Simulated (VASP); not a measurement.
# MgCdO: single point with PBE

Crystal: MgCdO.

```
Mg Cd O
1.0
     3.61227    0.00000    0.00000
     0.00000    3.61227    0.00000
     0.00000    0.00000    6.21137
Mg Cd O
2 2 2
Direct
  0.00000 0.50000 0.62777
  0.50000 0.00000 0.37223
  0.00000 0.50000 0.16687
  0.50000 0.00000 0.83313
  0.00000 0.00000 0.00000
  0.50000 0.50000 0.00000
```

The cell was generated, and may not be a known phase.

| Property | Result |
| --- | --- |
| Program | VASP 6.6.1 |
| Task | single point |
| Functional | PBE |
| Potentials or basis | VASP PAW PBE potentials, release 64 (Mg_sv, Cd_sv_GW, O) |
| Cutoff | 840 eV |
| k mesh | 6 × 6 × 4 |
| Occupations | gaussian, width 0.1 eV |
| Spin | collinear spin, ferromagnetic start |
| Starting moments | [0.0, 0.0, 0.0, 0.0, 1.0, 1.0] μB |

```json
{
 "Pressure": "32.7 GPa",
 "Largest force": "3.250 eV/Å",
 "Band gap on the k mesh": "zero (filled and empty bands overlap)",
 "Net moment": "0.00 μB per cell",
 "Valence electrons inside the program's atomic spheres": "Mg 8.11; Cd 17.82; O 5.06"
}
```

Forces in eV/Å, atoms in the order of the input:
```
Mg   0.000  0.000  0.481
Mg   0.000  0.000 -0.481
Cd   0.000  0.000  3.250
Cd   0.000  0.000 -3.250
O    0.000  0.000  0.000
O    0.000  0.000  0.000
```

Stress tensor (GPa, compression positive):
```
39.85  0.00  0.00
 0.00 39.85  0.00
 0.00  0.00 18.47
```

Levels at points of the mesh, in eV from the Fermi level:
Spin up:
```csv
k point,band 34,band 35,band 36,band 37,band 38,band 39
"(0.00, 0.00, 0.00)",-1.38,-1.06,0.20,2.08,4.47,4.47
"(0.50, 0.00, 0.00)",-2.85,-2.44,-2.44,1.92,1.92,5.42
"(0.50, 0.50, 0.00)",-0.95,-0.72,-0.72,-0.52,-0.52,2.79
"(0.00, 0.00, 0.50)",-1.40,-1.40,-1.07,3.74,3.74,4.69
"(0.50, 0.00, 0.50)",-2.44,-1.94,-1.94,1.01,1.01,5.97
"(0.50, 0.50, 0.50)",-1.26,-0.52,-0.52,0.14,0.14,2.84
```
Spin down:
```csv
k point,band 32,band 33,band 34,band 35,band 36,band 37,band 38,band 39,band 40,band 41
"(0.00, 0.00, 0.00)",-3.77,-1.38,-1.38,-1.06,0.20,2.08,4.47,4.47,4.48,5.46
"(0.50, 0.00, 0.00)",-3.69,-2.85,-2.85,-2.44,-2.44,1.92,1.92,5.42,5.42,6.65
"(0.50, 0.50, 0.00)",-4.69,-0.95,-0.95,-0.72,-0.72,-0.52,-0.52,2.79,2.79,4.88
"(0.00, 0.00, 0.50)",-3.42,-2.90,-1.40,-1.40,-1.07,3.74,3.74,4.69,4.95,5.26
"(0.50, 0.00, 0.50)",-3.90,-2.44,-2.44,-1.94,-1.94,1.01,1.01,5.97,5.97,6.40
"(0.50, 0.50, 0.50)",-4.87,-1.26,-1.26,-0.52,-0.52,0.14,0.14,2.84,2.84,3.86
```

Run time: 4.3 min on 1 thread of Intel(R) Xeon(R) 6975P-C (Granite Rapids), on a shared host, peak memory 0.58 GiB.

Caveat: the stress differs along the axes, from 18 to 40 GPa; forces of over 1 eV/Å act on the atoms, so gaps and moduli don't describe the material at rest.
